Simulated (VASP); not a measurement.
Wanted: the native input for a VASP 6.6.1 run.

```
Task                   : single point
Functional             : r2SCAN
Potentials or basis    : VASP PAW PBE potentials, release 64 (Ag)
Cutoff                 : 520 eV
k mesh                 : 10 × 10 × 10
Occupations            : methfessel-paxton, width 0.2097 eV
Spin                   : no spin polarisation
Dipole correction      : no
Further INCAR settings : ALGO = Normal; EDIFF = 1e-06; NBANDS = 12
```

Crystal: Ag.

```
CELL_PARAMETERS angstrom
0.00000 2.08802 2.08802
2.08802 0.00000 2.08802
2.08802 2.08802 0.00000
ATOMIC_POSITIONS crystal
Ag 0.00000 0.00000 0.00000
```

These files were run (other wordings do the same):

POSCAR

```
Ag
1.0
    0.0000000000      2.0880218400      2.0880218400
    2.0880218400      0.0000000000      2.0880218400
    2.0880218400      2.0880218400      0.0000000000
Ag
1
Direct
    0.0000000000      0.0000000000      0.0000000000
```

INCAR.step1

```
SYSTEM = Ag
PREC = Accurate
ENCUT = 520
ISMEAR = 1
SIGMA = 0.2097
LREAL = .False.
LASPH = .True.
NELM = 100
NBANDS = 12
GGA = PE
ALGO = Normal
EDIFF = 1E-4
LWAVE = .True.
LCHARG = .False.
```

INCAR.step2

```
SYSTEM = Ag
PREC = Accurate
ENCUT = 520
EDIFF = 1E-6
ISMEAR = 1
SIGMA = 0.2097
LREAL = .False.
LASPH = .True.
NELM = 100
ALGO = Normal
ISIF = 2
LWAVE = .False.
LCHARG = .False.
METAGGA = R2SCAN
LMIXTAU = .True.
NBANDS = 12
ISTART = 1
```

KPOINTS

```
Automatic mesh
0
Gamma
  10 10 10
  0 0 0
```

Potentials or basis: VASP PAW PBE potentials, release 64 (Ag).

Launch:

```console
$ cat potpaw_PBE.64/Ag/POTCAR > POTCAR
$ cp INCAR.step1 INCAR
$ mpirun -np 1 vasp_std > vasp.out
$ cp INCAR.step2 INCAR
$ mpirun -np 1 vasp_std > vasp.out
```

It gave:

The pressure is -4.3 GPa.

Caveat: the PAW data sets were made with another functional, which shifts forces and pressure a little.

It took 54 s on 1 thread of AMD EPYC 7R43 64-Core Processor (Zen 3) (shared host), peak memory 0.11 GiB.
